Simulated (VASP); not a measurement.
# AlSn (P-6m2) in VASP: settings compared

AlSn is run at these levels: PBE, LDA, PBEsol; tasks: single point.

Program: VASP 6.6.1. These are calculated values, not measurements. Logs are shortened: lines on timing, memory, paths and dates and some standing lists are left out, and cuts for length are marked.

## Step 1: The cell of the first run

The structure is hexagonal, space group P-6m2 (No. 187). The conventional cell has a = 4.198 Å, b = 4.198 Å, c = 3.307 Å, α = 90.00°, β = 90.00°, γ = 120.00°. Sn (site symmetry -6m2) has 6 Al at 2.93 Å and 2 Sn at 3.31 Å within 3.9 Å. Within 3.9 Å of Al (site symmetry -6m2) lie 6 Sn at 2.93 Å and 2 Al at 3.31 Å.

## Step 2: Single point, PBE, non-collinear spin, zero start, spin-orbit coupling

INCAR

```
PREC = Accurate
ENCUT = 520
EDIFF = 1E-7
ISMEAR = -1
SIGMA = 0.05
LREAL = False
LASPH = True
NELM = 150
ALGO = Fast
ISIF = 2
LWAVE = False
LCHARG = False
MAGMOM = 0 0 0 0 0 0
LORBIT = 11
LSORBIT = True
GGA_COMPAT = False
LORBMOM = True
GGA = PE
NBANDS = 29
```

KPOINTS

```
Automatic mesh
0
Gamma
  7 7 8
```

POSCAR

```
AlSn
1.0
    4.1981056157      0.0000000000      0.0000000000
   -2.0990528078      3.6356661109      0.0000000000
    0.0000000000      0.0000000000      3.3068470000
Sn Al
1 1
Direct
    0.3333333333      0.6666666667      0.5000000000
    0.0000000000      0.0000000000      0.0000000000
```

Potentials or basis: VASP PAW PBE potentials, release 64 (Sn_d, Al).

On the command line:

```bash
> cat potpaw_PBE.64/Sn_d/POTCAR potpaw_PBE.64/Al/POTCAR > POTCAR
> mpirun -np 1 vasp_ncl > vasp.out
```

OUTCAR:

```text
PREC = Accurate
   ENCUT = 520
   EDIFF = 1E-7
   ISMEAR = -1
   LREAL = False
   LASPH = True
   NELM = 150
   ISIF = 2
   LORBIT = 11
   LSORBIT = True
   GGA = PE

 ion  position               nearest neighbor table
   1  0.333  0.667  0.500-   2 2.93   2 2.93   2 2.93   2 2.93   2 2.93   2 2.93
   2  0.000  0.000  0.000-   1 2.93   1 2.93   1 2.93   1 2.93   1 2.93   1 2.93

  LATTYP: Found a hexagonal cell.
 ALAT       =     4.1981056157
 C/A-ratio  =     0.7876998110

  Lattice vectors:

 A1 = (   4.1981056157,   0.0000000000,   0.0000000000)
 A2 = (  -2.0990528078,   3.6356661109,   0.0000000000)
 A3 = (   0.0000000000,   0.0000000000,   3.3068470000)

Analysis of symmetry for initial positions (statically):
=====================================================================
 Subroutine PRICEL returns:
 Original cell was already a primitive cell.

 Routine SETGRP: Setting up the symmetry group for a
 hexagonal supercell.

 Subroutine GETGRP returns: Found 12 space group operations
 (whereof 12 operations were pure point group operations)
 out of a pool of 24 trial point group operations.

The static configuration has the point symmetry D_3h.

Analysis of symmetry for dynamics (positions and initial velocities):
=====================================================================
 Subroutine PRICEL returns:
 Original cell was already a primitive cell.

 Routine SETGRP: Setting up the symmetry group for a
 hexagonal supercell.

 Subroutine GETGRP returns: Found 12 space group operations
 (whereof 12 operations were pure point group operations)
 out of a pool of 24 trial point group operations.

The dynamic configuration has the point symmetry D_3h.

Analysis of structural, dynamic, and magnetic symmetry:
=====================================================================
 Subroutine PRICEL returns:
 Original cell was already a primitive cell.

 Routine SETGRP: Setting up the symmetry group for a
 hexagonal supercell.

 Subroutine GETGRP returns: Found 12 space group operations
 (whereof 12 operations were pure point group operations)
 out of a pool of 24 trial point group operations.

The overall configuration has the point symmetry D_3h.

 Subroutine INISYM returns: Found 12 space group operations
[... 948 lines left out ...]
     -0.00000      2.42378      1.65342        -0.000000      0.000000      0.000000
      0.00000      0.00000      0.00000         0.000000      0.000000      0.000000
 -----------------------------------------------------------------------------------
    total drift:                                0.000000     -0.000000      0.000000

  FREE ENERGIE OF THE ION-ELECTRON SYSTEM (eV)
  ---------------------------------------------------
  free  energy   TOTEN  =        -7.2577708858 eV

  energy  without entropy=       -7.2538954982  energy(sigma->0) =       -7.25583319

 orbital moment (x)

 # of ion     p       d       tot
 ----------------------------------------
  1        -0.000  -0.000  -0.000
  2         0.000   0.000   0.000
 ----------------------------------------
           -0.000  -0.000  -0.000

 orbital moment (y)

 # of ion     p       d       tot
 ----------------------------------------
  1        -0.000  -0.000  -0.000
  2         0.000   0.000   0.000
 ----------------------------------------
            0.000  -0.000   0.000

 orbital moment (z)

 # of ion     p       d       tot
 ----------------------------------------
  1         0.000  -0.000  -0.000
  2         0.000   0.000   0.000
 ----------------------------------------
            0.000  -0.000  -0.000

 Spin-Orbit-Coupling matrix elements

 Ion:    1  E_soc:     -0.1107416
 l=   1
     0.0000000    -0.0119715    -0.0127114
    -0.0119715     0.0000000    -0.0119715
    -0.0127114    -0.0119715     0.0000000
 l=   2
     0.0000000    -0.0012509     0.0000000    -0.0012509    -0.0050036
    -0.0012509     0.0000000    -0.0037435    -0.0012224    -0.0012509
     0.0000000    -0.0037435     0.0000000    -0.0037435     0.0000000
    -0.0012509    -0.0012224    -0.0037435     0.0000000    -0.0012509
    -0.0050036    -0.0012509     0.0000000    -0.0012509     0.0000000
 l=   3
     0.0000000     0.0000000     0.0000000     0.0000000     0.0000000     0.0000000     0.0000000
     0.0000000     0.0000000     0.0000000     0.0000000     0.0000000     0.0000000     0.0000000
     0.0000000     0.0000000     0.0000000     0.0000000     0.0000000     0.0000000     0.0000000
     0.0000000     0.0000000     0.0000000     0.0000000     0.0000000     0.0000000     0.0000000
     0.0000000     0.0000000     0.0000000     0.0000000     0.0000000     0.0000000     0.0000000
     0.0000000     0.0000000     0.0000000     0.0000000     0.0000000     0.0000000     0.0000000
     0.0000000     0.0000000     0.0000000     0.0000000     0.0000000     0.0000000     0.0000000

 Ion:    2  E_soc:     -0.0002781
 l=   1
     0.0000000    -0.0000354    -0.0000683
    -0.0000354     0.0000000    -0.0000354
    -0.0000683    -0.0000354     0.0000000
 l=   2
     0.0000000     0.0000000     0.0000000     0.0000000     0.0000000
     0.0000000     0.0000000     0.0000000     0.0000000     0.0000000
     0.0000000     0.0000000     0.0000000     0.0000000     0.0000000
     0.0000000     0.0000000     0.0000000     0.0000000     0.0000000
     0.0000000     0.0000000     0.0000000     0.0000000     0.0000000
 l=   3
     0.0000000     0.0000000     0.0000000     0.0000000     0.0000000     0.0000000     0.0000000
     0.0000000     0.0000000     0.0000000     0.0000000     0.0000000     0.0000000     0.0000000
     0.0000000     0.0000000     0.0000000     0.0000000     0.0000000     0.0000000     0.0000000
     0.0000000     0.0000000     0.0000000     0.0000000     0.0000000     0.0000000     0.0000000
     0.0000000     0.0000000     0.0000000     0.0000000     0.0000000     0.0000000     0.0000000
     0.0000000     0.0000000     0.0000000     0.0000000     0.0000000     0.0000000     0.0000000
     0.0000000     0.0000000     0.0000000     0.0000000     0.0000000     0.0000000     0.0000000

 total charge

# of ion       s       p       d       tot
------------------------------------------
    1        1.220   1.084   9.980  12.285
    2        0.470   0.281   0.000   0.751
--------------------------------------------------
tot          1.690   1.365   9.980  13.035

 magnetization (x)

# of ion       s       p       d       tot
------------------------------------------
    1        0.000   0.000  -0.000   0.000
    2        0.000  -0.000   0.000   0.000
--------------------------------------------------
tot          0.000  -0.000  -0.000   0.000

 magnetization (y)

# of ion       s       p       d       tot
------------------------------------------
    1        0.000  -0.000  -0.000  -0.000
    2       -0.000  -0.000   0.000  -0.000
--------------------------------------------------
tot         -0.000  -0.000  -0.000  -0.000

 magnetization (z)

# of ion       s       p       d       tot
------------------------------------------
    1        0.000  -0.000  -0.000  -0.000
    2        0.000   0.000   0.000   0.000
--------------------------------------------------
tot          0.000  -0.000  -0.000  -0.000
```

It took 4.9 min on 1 thread of Intel Xeon 6975P-C, shared host; peak memory 0.36 GiB.

Results:

```
Free energy                                           : -7.2578 eV
Pressure                                              : 0.2 GPa
Net moment                                            : 0.00 μB per cell
Valence electrons inside the program's atomic spheres : Sn 12.29; Al 0.75
```

Stress tensor (GPa, compression positive):
```
0.04 0.00 0.00
0.00 0.04 0.00
0.00 0.00 0.48
```

Moments on the atoms (μB; x, y, z):
```
Sn  0.00 0.00 0.00
Al  0.00 0.00 0.00
```

## Step 3: Single point, LDA (volume scaled by 0.94)

INCAR

```
SYSTEM = AlSn
PREC = Accurate ; ENCUT = 520
EDIFF = 1E-6 ; ISMEAR = -1
SIGMA = 0.05 ; LREAL = .FALSE.
LASPH = .TRUE. ; NELM = 80
ALGO = Normal ; ISIF = 2
LWAVE = .FALSE. ; LCHARG = .FALSE.
GGA = CA ; NBANDS = 16
```

KPOINTS

```
regular mesh
0
G
  7 7 8
  0 0 0
```

POSCAR

```
AlSn
1.0
    4.1124059441      0.0000000000      0.0000000000
   -2.0562029720      3.5614480182      0.0000000000
    0.0000000000      0.0000000000      3.2393413848
Sn Al
1 1
Direct
    0.3333333333      0.6666666667      0.5000000000
    0.0000000000      0.0000000000      0.0000000000
```

Potentials or basis: VASP PAW LDA potentials, release 64 (Sn_d, Al).

On the command line:

```bash
> cat potpaw_LDA.64/Sn_d/POTCAR potpaw_LDA.64/Al/POTCAR > POTCAR
> mpirun -np 1 vasp_std > vasp.out
```

It took 31 s on 1 thread of AMD EPYC 7R13, shared host; peak memory 0.13 GiB.

It converged, with:

```yaml
Free_energy: -8.3289 eV
Pressure: 0.2 GPa
```

Stress tensor (GPa, compression positive):
```
-0.11  0.00  0.00
 0.00 -0.11  0.00
 0.00  0.00  0.77
```

Levels at points of the mesh, in eV from the Fermi level:
| k point | band 5 | band 6 | band 7 | band 8 | band 9 | band 10 | band 11 | band 12 |
| --- | --- | --- | --- | --- | --- | --- | --- | --- |
| (0.00, 0.00, 0.00) | -21.18 | -10.88 | -0.26 | -0.26 | 0.96 | 2.68 | 3.19 | 3.19 |
| (0.00, 0.00, 0.50) | -21.12 | -7.69 | -6.49 | 2.81 | 2.81 | 3.73 | 3.73 | 4.08 |

Caveat: spin-orbit coupling is left out, which moves the levels of the heavy elements.

## Step 4: Single point, LDA (volume scaled by 0.98)

INCAR

```
SYSTEM = AlSn
PREC = Accurate ; ENCUT = 520
EDIFF = 1E-6 ; ISMEAR = -1
SIGMA = 0.05 ; LREAL = .False.
LASPH = .True. ; NELM = 80
ALGO = Fast ; ISIF = 2
LWAVE = .False. ; LCHARG = .False.
GGA = CA ; NBANDS = 16
```

KPOINTS

```
regular mesh
0
Gamma
  7 7 8
  0 0 0
```

POSCAR

```
AlSn
1.0
    4.1699295613      0.0000000000      0.0000000000
   -2.0849647806      3.6112649320      0.0000000000
    0.0000000000      0.0000000000      3.2846527272
Sn Al
1 1
Direct
    0.3333333333      0.6666666667      0.5000000000
    0.0000000000      0.0000000000      0.0000000000
```

Potentials or basis: VASP PAW LDA potentials, release 64 (Sn_d, Al).

On the command line:

```bash
> cat potpaw_LDA.64/Sn_d/POTCAR potpaw_LDA.64/Al/POTCAR > POTCAR
> mpirun -np 1 vasp_std > vasp.out
```

OUTCAR:

```text
SYSTEM = AlSn
   PREC = Accurate
   ENCUT = 520
   EDIFF = 1E-6
   ISMEAR = -1
   LREAL = .False.
   LASPH = .True.
   NELM = 80
   ISIF = 2
   GGA = CA

 ion  position               nearest neighbor table
   1  0.333  0.667  0.500-   2 2.91   2 2.91   2 2.91   2 2.91   2 2.91   2 2.91
   2  0.000  0.000  0.000-   1 2.91   1 2.91   1 2.91   1 2.91   1 2.91   1 2.91

  LATTYP: Found a hexagonal cell.
 ALAT       =     4.1699295613
 C/A-ratio  =     0.7876998110

  Lattice vectors:

 A1 = (   4.1699295613,   0.0000000000,   0.0000000000)
 A2 = (  -2.0849647806,   3.6112649320,   0.0000000000)
 A3 = (   0.0000000000,   0.0000000000,   3.2846527272)

Analysis of symmetry for initial positions (statically):
=====================================================================
 Subroutine PRICEL returns:
 Original cell was already a primitive cell.

 Routine SETGRP: Setting up the symmetry group for a
 hexagonal supercell.

 Subroutine GETGRP returns: Found 12 space group operations
 (whereof 12 operations were pure point group operations)
 out of a pool of 24 trial point group operations.

The static configuration has the point symmetry D_3h.

[... 160 lines left out ...]

 E-fermi :   6.4003     XC(G=0):  -9.8483

 val. band max:        6.3169933770   @ k =   0.2857   0.2857   0.2500
 cond. band min:       6.4059524435   @ k =   0.0000   0.0000   0.1250
 fundamental gap:      0.0889590665
 Fermi energy:         6.4002936093

 k-point     1 :       0.0000    0.0000    0.0000
  band No.  band energies     occupation
      1     -14.8875      2.00000
      2     -14.7737      2.00000
      3     -14.7737      2.00000
      4     -14.7521      2.00000
      5     -14.7521      2.00000
      6      -4.1918      2.00000
[... 433 lines left out ...]
      3     -14.7803      2.00000
      4     -14.7635      2.00000
      5     -14.7541      2.00000
      6      -1.2403      2.00000
[... 8 lines left out ...]
     15      18.7167      0.00000
     16      18.7529      0.00000

 [... further k-points ...]

------------------------ aborting loop because EDIFF is reached ----------------------------------------

  FORCE on cell =-STRESS in cart. coord.  units (eV):
  Direction    XX          YY          ZZ          XY          YZ          ZX
  --------------------------------------------------------------------------------------
  -------------------------------------------------------------------------------------
  Total       -0.6654697     -0.6654697     -0.5958355     -0.0000000      0.0000000      0.0000000
  in kB      -21.5556620    -21.5556620    -19.3000937     -0.0000000      0.0000000      0.0000000
  external PRESSURE =     -20.8038059 kB  Pullay stress =       0.0000000 kB

 VOLUME and BASIS-vectors are now :
 -----------------------------------------------------------------------------
  energy-cutoff  :      520.00
  volume of cell :       49.46
      direct lattice vectors                 reciprocal lattice vectors
     4.169929561  0.000000000  0.000000000     0.239812204  0.138455641  0.000000000
    -2.084964781  3.611264932  0.000000000     0.000000000  0.276911281  0.000000000
     0.000000000  0.000000000  3.284652727     0.000000000  0.000000000  0.304446187

 POSITION                                       TOTAL-FORCE (eV/Angst)
 -----------------------------------------------------------------------------------
     -0.00000      2.40751      1.64233         0.000000      0.000000      0.000000
      0.00000      0.00000      0.00000        -0.000000      0.000000      0.000000
 -----------------------------------------------------------------------------------
    total drift:                                0.000000     -0.000000     -0.000000

  FREE ENERGIE OF THE ION-ELECTRON SYSTEM (eV)
  ---------------------------------------------------
  free  energy   TOTEN  =        -8.3170335598 eV

  energy  without entropy=       -8.3130557718  energy(sigma->0) =       -8.31504467
```

OSZICAR:

```text
N       E                     dE             d eps       ncg     rms          rms(c)
DAV:   1     0.982936826194E+02    0.98294E+02   -0.78040E+03  1296   0.124E+03
DAV:   2    -0.100668519644E-02   -0.98295E+02   -0.93944E+02  1392   0.332E+02
DAV:   3    -0.816749158298E+01   -0.81665E+01   -0.81204E+01  1632   0.769E+01
DAV:   4    -0.837189045462E+01   -0.20440E+00   -0.20436E+00  1536   0.128E+01
DAV:   5    -0.838051375247E+01   -0.86233E-02   -0.86231E-02  1936   0.261E+00    0.234E+00
RMM:   6    -0.833803995891E+01    0.42474E-01   -0.17677E-02  1545   0.146E+00    0.135E+00
RMM:   7    -0.831693628897E+01    0.21104E-01   -0.25553E-02  1562   0.154E+00    0.132E-01
RMM:   8    -0.831694245429E+01   -0.61653E-05   -0.35031E-03  1836   0.602E-01    0.709E-02
RMM:   9    -0.831702163624E+01   -0.79182E-04   -0.86256E-04  1999   0.238E-01    0.295E-02
RMM:  10    -0.831703044326E+01   -0.88070E-05   -0.12476E-04  1922   0.119E-01    0.179E-02
RMM:  11    -0.831703321151E+01   -0.27683E-05   -0.45026E-05  2080   0.542E-02    0.148E-03
RMM:  12    -0.831703355981E+01   -0.34830E-06   -0.39250E-06  1413   0.156E-02
   1 F= -.83170336E+01 E0= -.83150447E+01  d E =-.397779E-02
```

stdout:

```text
POSCAR found type information on POSCAR SnAl
 POSCAR found :  2 types and       2 ions
 scaLAPACK will be used
 LDA part: xc-table for (Slater(with rela. corr.)+CA(PZ))
 , standard interpolation
 POSCAR, INCAR and KPOINTS ok, starting setup
 FFT: planning ... GRIDC
 FFT: planning ... GRID_SOFT
 FFT: planning ... GRID
 WAVECAR not read
 entering main loop
```

Run time: 44 s. Hardware: 1 thread of AMD EPYC 7R13, shared host; peak memory 0.13 GiB.

Results:

- Free energy: -8.3170 eV
- Pressure: -2.1 GPa

Caveat: spin-orbit coupling is left out, which moves the levels of the heavy elements.

## Step 5: Single point, PBEsol (volume scaled by 1.02)

INCAR

```
SYSTEM = AlSn
PREC     = Accurate       ! precision mode
ENCUT    = 520            ! plane-wave cutoff, eV
EDIFF    = 1E-6           ! SCF threshold, eV
ISMEAR   = -1             ! smearing method
SIGMA    = 0.05           ! smearing width, eV
LREAL    = .False.        ! projectors in reciprocal space
LASPH    = .True.         ! aspherical terms in the spheres
NELM     = 60             ! most SCF steps
ALGO     = Fast           ! electronic algorithm
ISIF     = 2              ! what is computed and relaxed
LWAVE    = .False.        ! write WAVECAR
LCHARG   = .False.        ! write CHGCAR
GGA      = PS             ! functional
NBANDS   = 16             ! bands
```

KPOINTS is that of step 4.

POSCAR

```
AlSn
1.0
    4.2259084499      0.0000000000      0.0000000000
   -2.1129542249      3.6597440716      0.0000000000
    0.0000000000      0.0000000000      3.3287472872
Sn Al
1 1
Direct
    0.3333333333      0.6666666667      0.5000000000
    0.0000000000      0.0000000000      0.0000000000
```

Potentials or basis: VASP PAW PBE potentials, release 64 (Sn_d, Al).

On the command line:

```bash
> cat potpaw_PBE.64/Sn_d/POTCAR potpaw_PBE.64/Al/POTCAR > POTCAR
> mpirun -np 1 vasp_std > vasp.out
```

It took 57 s on 1 thread of AMD EPYC 7R13, shared host; peak memory 0.16 GiB.

The run converged. Its results:

* Free energy: -7.9517 eV
* Pressure: -2.7 GPa

Stress tensor (GPa, compression positive):
```
-2.70  0.00  0.00
 0.00 -2.70  0.00
 0.00  0.00 -2.81
```

Levels at points of the mesh, in eV from the Fermi level:
| k point | band 4 | band 5 | band 6 | band 7 | band 8 | band 9 | band 10 | band 11 | band 12 | band 13 |
| --- | --- | --- | --- | --- | --- | --- | --- | --- | --- | --- |
| (0.00, 0.00, 0.00) | -21.12 | -21.12 | -10.33 | -0.20 | -0.20 | 0.58 | 2.56 | 3.12 | 3.12 | 5.13 |
| (0.00, 0.00, 0.50) | -21.13 | -21.07 | -7.38 | -6.11 | 2.66 | 2.66 | 3.57 | 3.57 | 3.65 | 4.04 |

Caveat: the PAW data sets were made with another functional, which shifts forces and pressure a little; spin-orbit coupling is left out, which moves the levels of the heavy elements.

## Step 6: Overview

```tsv
level	potentials or basis	spin	cell	gap on the mesh (eV)	pressure (GPa)
PBE	VASP PAW PBE potentials, release 64 (Sn_d, Al)	non-collinear, zero start, SOC	a = 4.198, b = 4.198, c = 3.307 Å, angles 90.0, 90.0, 120.0°, 2 atoms	-	0.2
LDA	VASP PAW LDA potentials, release 64 (Sn_d, Al)	off	a = 4.112, b = 4.112, c = 3.239 Å, angles 90.0, 90.0, 120.0°, 2 atoms	none	0.2
LDA	VASP PAW LDA potentials, release 64 (Sn_d, Al)	off	a = 4.170, b = 4.170, c = 3.285 Å, angles 90.0, 90.0, 120.0°, 2 atoms	none	-2.1
PBEsol	VASP PAW PBE potentials, release 64 (Sn_d, Al)	off	a = 4.226, b = 4.226, c = 3.329 Å, angles 90.0, 90.0, 120.0°, 2 atoms	none	-2.7
```

Alike in all rows: task single point; k mesh 7 × 7 × 8; cutoff (eV) 520; smearing fermi-dirac 0.05 eV.

Caveats: spin-orbit coupling is left out, which moves the levels of the heavy elements (some runs); the PAW data sets were made with another functional, which shifts forces and pressure a little (some runs).

Total energies depend on the potentials used, so only differences within one code and one set of settings carry meaning.
